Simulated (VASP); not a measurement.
# Sc5Al11N16 (P1) in VASP: single point with PBEsol

Aim: the single point of Sc5Al11N16 with PBEsol.

Everything below comes from runs of VASP 6.6.1. Logs are shortened: lines on timing, memory, paths and dates and some standing lists are left out, and cuts for length are marked.

### 1 The cell of the first run

The typed cell holds 32 atoms: a = 6.523 Å, b = 6.490 Å, c = 10.061 Å, α = 90.09°, β = 89.82°, γ = 120.09°.

### 2 Single point, PBEsol

INCAR reads:

```
PREC = Accurate
ENCUT = 520
EDIFF = 1E-6
ISMEAR = 0
SIGMA = 0.01
LREAL = Auto
LASPH = T
NELM = 100
ALGO = Normal
ISIF = 2
LWAVE = F
LCHARG = F
GGA = PS
NBANDS = 106
```

KPOINTS reads:

```
Automatic mesh
0
Gamma
  4 4 3
```

POSCAR reads:

```
Sc5Al11N16
1.0
    6.5230053281      0.0042717782      0.0102031721
   -3.2578031956      5.6130838390     -0.0050230748
    0.0158434350      0.0001407717     10.0611201882
Al Sc N
11 5 16
Direct
    0.3372800112      0.1666683608      0.7552404870
    0.1704812965      0.8321310907     -0.0065594729
    0.3375784071      0.6701025421      0.2458987063
    0.3387293378      0.6723760007      0.7533964102
    0.6685383083      0.3292126809     -0.0065046002
    0.8271257645      0.1638883615      0.2498423770
    0.6663058777      0.3333492131      0.5043236226
    0.8266490646      0.1626870431      0.7488020354
    0.6626033328      0.8383863652     -0.0027477977
    0.6651236199      0.8323675754      0.5002051424
    0.8306662502      0.6672911120      0.7528211282
    0.1601451622      0.3343653504     -0.0093340070
    0.3411607651      0.1661933835      0.2397952411
    0.1670499326      0.3345316192      0.4967640376
    0.1684614414      0.8319797952      0.5019755224
    0.8311177653      0.6648560766      0.2399076147
    0.1549675073      0.3394561809      0.2011605326
    0.3528915440      0.1753318684      0.4454692364
    0.1670726137      0.3336721314      0.7100696338
    0.3433826694      0.1603983289      0.9456392706
    0.1751364176      0.8201233104      0.1833152855
    0.3543036063      0.6781158605      0.4351335338
    0.1655928016      0.8328808905      0.7084617217
    0.3455240321      0.6864218028      0.9393484728
    0.6817525535      0.3241083470      0.1795305286
    0.8117036884      0.1570385211      0.4417069304
    0.6670105728      0.3345202206      0.6961279344
    0.8111639345      0.1548061773      0.9346565383
    0.6574849705      0.8444121301      0.1856118315
    0.8163093420      0.6577056668      0.4484137143
    0.6658296977      0.8322515457      0.6920085605
    0.8308577115      0.6683704473      0.9455198278
```

Potentials or basis: VASP PAW PBE potentials, release 64 (Al, Sc_sv, N).

Run with:

```
> cat potpaw_PBE.64/Al/POTCAR potpaw_PBE.64/Sc_sv/POTCAR potpaw_PBE.64/N/POTCAR > POTCAR
> mpirun -np 1 vasp_std > vasp.out
```

OUTCAR:

```text
PREC = Accurate
   ENCUT = 520
   EDIFF = 1E-6
   ISMEAR = 0
   LREAL = Auto
   LASPH = T
   NELM = 100
   ISIF = 2
   GGA = PS

 ion  position               nearest neighbor table
   1  0.337  0.167  0.755-  20 1.92  23 1.93  27 1.95  19 1.96   5 3.04   2 3.05  12 3.06   7 3.13
                            15 3.17   8 3.21   4 3.21  14 3.23  11 3.23  11 3.27   4 3.28   8 3.32
   2  0.170  0.832  0.993-  24 1.89  20 1.91  21 1.91  32 1.98   4 3.04   1 3.05  11 3.09  13 3.11
                            16 3.13   3 3.15   9 3.19  12 3.20   5 3.23   5 3.26  12 3.29   9 3.33
   3  0.338  0.670  0.246-  21 1.87  29 1.91  22 1.91  17 1.91   9 3.10   2 3.15  14 3.15  10 3.16
                            15 3.18  12 3.19   6 3.19  13 3.21  16 3.24  13 3.28  16 3.29   6 3.30
   4  0.339  0.672  0.753-  24 1.87  23 1.94  31 1.95  19 1.95   2 3.04  12 3.05   9 3.06  10 3.14
                            15 3.14   8 3.18  14 3.20   1 3.21  11 3.23   1 3.28  11 3.30   8 3.32
   5  0.669  0.329  0.993-  25 1.88  28 1.88  20 1.90  32 1.97   1 3.04   8 3.06  11 3.08  13 3.09
                            16 3.11   6 3.16   9 3.17  12 3.19   2 3.23   2 3.26   9 3.32  12 3.33
   6  0.827  0.164  0.250-  25 1.86  29 1.91  17 1.91  26 1.93   9 3.13  10 3.13  14 3.14   7 3.16
                             5 3.16  13 3.18   3 3.19  12 3.21  16 3.24  16 3.25   3 3.30  13 3.35
   7  0.666  0.333  0.504-  18 1.87  30 1.91  26 1.92  27 1.93   8 3.09  11 3.13   1 3.13   6 3.16
                            13 3.24  10 3.24  15 3.25  16 3.25  10 3.25  15 3.25  14 3.26  14 3.26
   8  0.827  0.163  0.749-  28 1.87  31 1.94  27 1.94  19 1.96   5 3.06  12 3.08   7 3.09   9 3.09
                            10 3.11  14 3.18   4 3.18   1 3.21  11 3.23  11 3.26   1 3.32   4 3.32
   9  0.663  0.838  0.997-  24 1.88  28 1.89  29 1.90  32 1.98   4 3.06   8 3.09   3 3.10  11 3.11
[... 17 lines left out ...]
  19  0.167  0.334  0.710-   4 1.95   1 1.96   8 1.96  14 2.15
  20  0.343  0.160  0.946-   5 1.90   2 1.91   1 1.92  12 2.06
  21  0.175  0.820  0.183-   3 1.87   2 1.91  13 2.03  16 2.03
  22  0.354  0.678  0.435-  10 1.87   3 1.91  14 2.03  15 2.03
[... 8 lines left out ...]
  31  0.666  0.832  0.692-  10 1.93   8 1.94   4 1.95  11 1.96
  32  0.831  0.668  0.946-  11 1.94   5 1.97   9 1.98   2 1.98

  LATTYP: Found a triclinic cell.
 ALAT       =     6.5230147067
 B/A-ratio  =     0.9949377555
 C/A-ratio  =     1.5424053319
 COS(alpha) =     0.0015523359
 COS(beta)  =     0.0031389022
 COS(gamma) =     0.5014073478

  Lattice vectors:

 A1 = (  -6.5230053281,  -0.0042717782,  -0.0102031721)
 A2 = (  -3.2578031956,   5.6130838390,  -0.0050230748)
 A3 = (  -0.0158434350,  -0.0001407717, -10.0611201882)

Analysis of symmetry for initial positions (statically):
=====================================================================
 Subroutine PRICEL returns:
 Original cell was already a primitive cell.

 Routine SETGRP: Setting up the symmetry group for a
 triclinic supercell.

 Subroutine GETGRP returns: Found  1 space group operations
 (whereof  1 operations were pure point group operations)
 out of a pool of  2 trial point group operations.

The static configuration has the point symmetry C_1 .

Analysis of symmetry for dynamics (positions and initial velocities):
=====================================================================
 Subroutine PRICEL returns:
 Original cell was already a primitive cell.

 Routine SETGRP: Setting up the symmetry group for a
 triclinic supercell.

 Subroutine GETGRP returns: Found  1 space group operations
 (whereof  1 operations were pure point group operations)
 out of a pool of  2 trial point group operations.

The dynamic configuration has the point symmetry C_1 .

 Subroutine INISYM returns: Found  1 space group operations
 (whereof  1 operations are pure point group operations),
 and found     1 'primitive' translations

----------------------------------------------------------------------------------------

                                     Primitive cell

  volume of cell :     368.5187

  direct lattice vectors                    reciprocal lattice vectors
     6.523005328  0.004271778  0.010203172     0.153245702  0.088942751 -0.000242563
    -3.257803196  5.613083839 -0.005023075    -0.000116622  0.178087498 -0.000002308
     0.015843435  0.000140772 10.061120188    -0.000155468 -0.000001287  0.099392756

  length of vectors
     6.523014707  6.489993611 10.061132664     0.177186673  0.178087536  0.099392878

  position of ions in fractional coordinates (direct lattice)
     0.337280011  0.166668361  0.755240487
[... 78 lines left out ...]
     0.038311426  0.022235688 -0.000060641     0.250000000  0.000000000  0.000000000
    -0.000029156  0.044521874 -0.000000577     0.000000000  0.250000000  0.000000000
    -0.000051823 -0.000000429  0.033130919    -0.000000000  0.000000000  0.333333333

  Length of vectors
     0.044296668  0.044521884  0.033130959

  Shift w.r.t. Gamma in fractional coordinates (k-lattice)
     0.000000000  0.000000000  0.000000000

 Subroutine IBZKPT returns following result:
 ===========================================

 Found     26 irreducible k-points:

 Following reciprocal coordinates:
            Coordinates               Weight
  0.000000  0.000000  0.000000      1.000000
  0.250000 -0.000000 -0.000000      2.000000
  0.500000 -0.000000 -0.000000      1.000000
 -0.000000  0.250000 -0.000000      2.000000
  0.250000  0.250000  0.000000      2.000000
  0.500000  0.250000  0.000000      2.000000
[... 16 lines left out ...]
  0.000000 -0.250000  0.333333      2.000000
  0.250000 -0.250000  0.333333      2.000000
 [... further k-points ...]
   k-points           NKPTS =     26   k-points in BZ     NKDIM =     26   number of bands    NBANDS=    106
   number of dos      NEDOS =    301   number of ions     NIONS =     32
   total plane-waves  NPLWV = 192000
   dimension x,y,z NGX =    50 NGY =   48 NGZ =   80
   dimension x,y,z NGXF=   100 NGYF=   96 NGZF=  160
   ions per type =              11   5  16
   NGX,Y,Z   is equivalent  to a cutoff of  12.74, 12.30, 13.22 a.u.
   NGXF,Y,Z  is equivalent  to a cutoff of  25.49, 24.59, 26.44 a.u.
 SYSTEM =  unknown system
   PREC   = accura    normal or accurate (medium, high low for compatibility)
   ISTART =      0    job   : 0-new  1-cont  2-samecut
   ICHARG =      2    charge: 1-file 2-atom 10-const
   ISPIN  =      1    spin polarized calculation?
   LNONCOLLINEAR =      F non collinear calculations
   LSORBIT =      F    spin-orbit coupling
   LASPH  =      T    aspherical Exc in radial PAW
   ENCUT  =  520.0 eV  38.22 Ry    6.18 a.u.  12.13 12.07 18.71*2*pi/ulx,y,z
   NELM   =    100;   NELMIN=  2; NELMDL= -5     # of ELM steps
   EDIFF  = 0.1E-05   stopping-criterion for ELM
   LREAL  =      T    real-space projection
   EDIFFG = 0.1E-04   stopping-criterion for IOM
   NSW    =      0    number of steps for IOM
   IBRION =     -1    ionic relax: 0-MD 1-quasi-New 2-CG
   NFREE  =      0    steps in history (QN), initial steepest desc. (CG)
   ISIF   =      2    stress and relaxation
   ISYM   =      2    0-nonsym 1-usesym 2-fastsym
   POTIM  = 0.5000    time-step for ionic-motion
   TEBEG  =    0.0;   TEEND  =   0.0 temperature during run
   PSTRESS=    0.0 pullay stress
   NELECT =     168.0000    total number of electrons
   NUPDOWN=      -1.0000    fix difference up-down
   EMIN   =  10.00;   EMAX   =-10.00  energy-range for DOS
   EFERMI =   0.00;   METHOD = LEGACY
   ISMEAR =     0;   SIGMA  =   0.01  broadening in eV -4-tet -1-fermi 0-gaus
   EFERMI_NEDOS =   21; number of points for ismear=-14 and -15
   IALGO  =     38    algorithm
   IMIX   =      4    mixing-type and parameters
     AMIX     =   0.40;   BMIX     =  1.00
     AMIX_MAG =   1.60;   BMIX_MAG =  1.00
  volume/ion in A,a.u.               =      11.52        77.72
  Fermi-wavevector in a.u.,A,eV,Ry     =   1.259964  2.380986 21.599368  1.587509
  Thomas-Fermi vector in A             =   2.393497
   LORBIT       =      0    0 simple, 1 ext, 2 COOP (PROOUT), +10 PAW based schemes
   GGA     = PS    functional components
   LHFCALC =     F    Hartree Fock is set to
   AEXX    =    0.0000 exact exchange contribution
   IVDW    =     0    specifies the selected vdW correction
   LEPSILON=     F    determine dielectric tensor
   LRPA    =     F    only Hartree local field effects (RPA)
 non-spin polarized calculation
 Gauss-broadening in eV      SIGMA  =   0.01
  energy-cutoff  :      520.00
  volume of cell :      368.52
 maximum number of plane-waves:      9940
 NGX is ok and might be reduce to    50
   NGX = 25   NGY = 25   NGZ = 37

 number of electron     167.9999993 magnetization

 Free energy of the ion-electron system (eV)
  ---------------------------------------------------
  ext. energy  EPLUGINS =         0.00000000
  ---------------------------------------------------
  free energy    TOTEN  =      -263.45702258 eV

  energy without entropy =     -263.45702258  energy(sigma->0) =     -263.45702258

 E-fermi :   4.9173     XC(G=0): -11.0212

 val. band max:        4.8741334149   @ k =   0.0000   0.0000   0.0000
 cond. band min:       8.3291081285   @ k =   0.0000   0.0000   0.0000
 fundamental gap:      3.4549747136
 Fermi energy:         4.9173218615

 k-point     1 :       0.0000    0.0000    0.0000
  band No.  band energies     occupation
      1     -41.8134      2.00000
      2     -41.7805      2.00000
      3     -41.6457      2.00000
      4     -41.5916      2.00000
      5     -41.5464      2.00000
      6     -20.8967      2.00000
[... 2365 lines left out ...]
     95       9.8643      0.00000
     96       9.9029      0.00000

 [... further k-points ...]

 [bands above 96 left out]

------------------------ aborting loop because EDIFF is reached ----------------------------------------

  FORCE on cell =-STRESS in cart. coord.  units (eV):
  Direction    XX          YY          ZZ          XY          YZ          ZX
  --------------------------------------------------------------------------------------
  -------------------------------------------------------------------------------------
  Total        0.6680728      0.6221493      0.6643858      0.0096666      0.0083768     -0.0189195
  in kB        2.9045230      2.7048651      2.8884934      0.0420267      0.0364189     -0.0822546
  external PRESSURE =       2.8326272 kB  Pullay stress =       0.0000000 kB

 VOLUME and BASIS-vectors are now :
 -----------------------------------------------------------------------------
  energy-cutoff  :      520.00
  volume of cell :      368.52
      direct lattice vectors                 reciprocal lattice vectors
     6.523005328  0.004271778  0.010203172     0.153245702  0.088942751 -0.000242563
    -3.257803196  5.613083839 -0.005023075    -0.000116622  0.178087498 -0.000002308
     0.015843435  0.000140772 10.061120188    -0.000155468 -0.000001287  0.099392756

 POSITION                                       TOTAL-FORCE (eV/Angst)
 -----------------------------------------------------------------------------------
      1.66907      0.93707      7.60117        -0.002674      0.003790     -0.004005
     -1.58313      4.67169      9.99268        -0.009100     -0.000082     -0.001200
      0.02286      3.76282      2.47409         0.002787     -0.002357     -0.003874
      0.03100      3.77566      7.58009         0.000542     -0.002123     -0.006297
      3.30411      1.85089     10.00084        -0.005320      0.005120     -0.005069
      4.86539      0.92349      2.52131         0.003874     -0.002276      0.000750
[... 24 lines left out ...]
      1.64286      4.67444      6.96499        -0.000205     -0.001178      0.000479
      3.25725      3.75530      9.51811        -0.000400     -0.000810     -0.000700
 -----------------------------------------------------------------------------------
    total drift:                               -0.007169      0.012849      0.004190

  FREE ENERGIE OF THE ION-ELECTRON SYSTEM (eV)
  ---------------------------------------------------
  free  energy   TOTEN  =      -263.4570225831 eV

  energy  without entropy=     -263.4570225831  energy(sigma->0) =     -263.45702258
```

It took 47 min on 1 thread of Oxide Virtual Turin-like, shared host; peak memory 0.8 GiB.

What came out:

```
Free energy            : -263.4570 eV
Pressure               : 0.3 GPa
Largest force          : 0.068 eV/Å
Band gap on the k mesh : 3.46 eV
```

Forces in eV/Å, atoms in the order of the input:
```
Al  -0.003  0.004 -0.004
Al  -0.009  0.000 -0.001
Al   0.003 -0.002 -0.004
Al   0.001 -0.002 -0.006
Al  -0.005  0.005 -0.005
Al   0.004 -0.002  0.001
Al   0.012  0.003  0.002
Al   0.003  0.003 -0.009
Al   0.004 -0.002 -0.004
Al   0.004  0.003  0.002
Al  -0.001  0.000  0.000
Sc   0.004 -0.004  0.007
Sc  -0.015  0.006 -0.001
Sc  -0.017 -0.004  0.013
Sc  -0.009 -0.012  0.002
Sc  -0.010  0.010  0.011
N   -0.046  0.026  0.029
N    0.054  0.030  0.016
N    0.001  0.000  0.031
N    0.044 -0.023 -0.015
N    0.049 -0.030 -0.033
N    0.050  0.028 -0.035
N    0.001 -0.001  0.046
N    0.002  0.049 -0.008
N    0.053 -0.028 -0.031
N   -0.042 -0.025 -0.013
N    0.000 -0.001  0.000
N   -0.042 -0.026 -0.010
N   -0.042  0.024 -0.010
N   -0.046 -0.027  0.031
N    0.000 -0.001  0.000
N    0.000 -0.001 -0.001
```

Levels at points of the mesh, in eV from the valence-band top:
```csv
k point,band 80,band 81,band 82,band 83,band 84,band 85,band 86,band 87,band 88,band 89
"(0.00, 0.00, 0.00)",-0.52,-0.38,-0.18,-0.12,0.00,3.46,3.78,3.82,3.96,4.07
"(0.50, 0.00, 0.00)",-0.34,-0.29,-0.27,-0.22,-0.15,3.93,3.99,4.08,4.17,4.45
"(0.00, 0.50, 0.00)",-0.37,-0.32,-0.30,-0.29,-0.09,3.83,3.93,4.10,4.17,4.24
"(0.50, 0.50, 0.00)",-0.36,-0.31,-0.25,-0.24,-0.13,3.81,3.87,4.00,4.17,4.52
```

Caveat: the PAW data sets were made with another functional, which shifts forces and pressure a little; an odd mesh through Γ misses points on the zone boundary, where band edges can lie.
